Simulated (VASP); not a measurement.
Here is a VASP 6.6.1 calculation.

INCAR

```
PREC = Accurate ; ENCUT = 520
EDIFF = 1E-7 ; ISMEAR = 0
SIGMA = 0.02 ; LREAL = F
LASPH = T ; NELM = 100
ALGO = Normal ; ISIF = 2
LWAVE = F ; LCHARG = F
GGA = PE ; NBANDS = 66
```

File KPOINTS:

```
regular mesh
0
Gamma
  4 4 4
```

File POSCAR:

```
ZnS
1.0
    6.7002356841      0.0000000000      0.0000000000
    0.0000000000      6.7002356841      0.0000000000
    0.0000000000      0.0000000000      6.7002356841
Zn S
6 6
Direct
    0.5000000000      0.0000000000      0.7500000000
    0.7500000000      0.5000000000      0.0000000000
    0.0000000000      0.7500000000      0.5000000000
    0.5000000000      0.0000000000      0.2500000000
    0.2500000000      0.5000000000      0.0000000000
    0.0000000000      0.2500000000      0.5000000000
    0.0000000000      0.5000000000      0.7500000000
    0.7500000000      0.0000000000      0.5000000000
    0.5000000000      0.7500000000      0.0000000000
    0.0000000000      0.5000000000      0.2500000000
    0.2500000000      0.0000000000      0.5000000000
    0.5000000000      0.2500000000      0.0000000000
```

Potentials or basis: VASP PAW PBE potentials, release 64 (Zn, S).

The run is started by

```bash
$ cat potpaw_PBE.64/Zn/POTCAR potpaw_PBE.64/S/POTCAR > POTCAR
$ mpirun -np 1 vasp_std > vasp.out
```

What does it give for the band gap on the k mesh?

1.99 eV, direct.

What does it give for the pressure?

0.1 GPa.
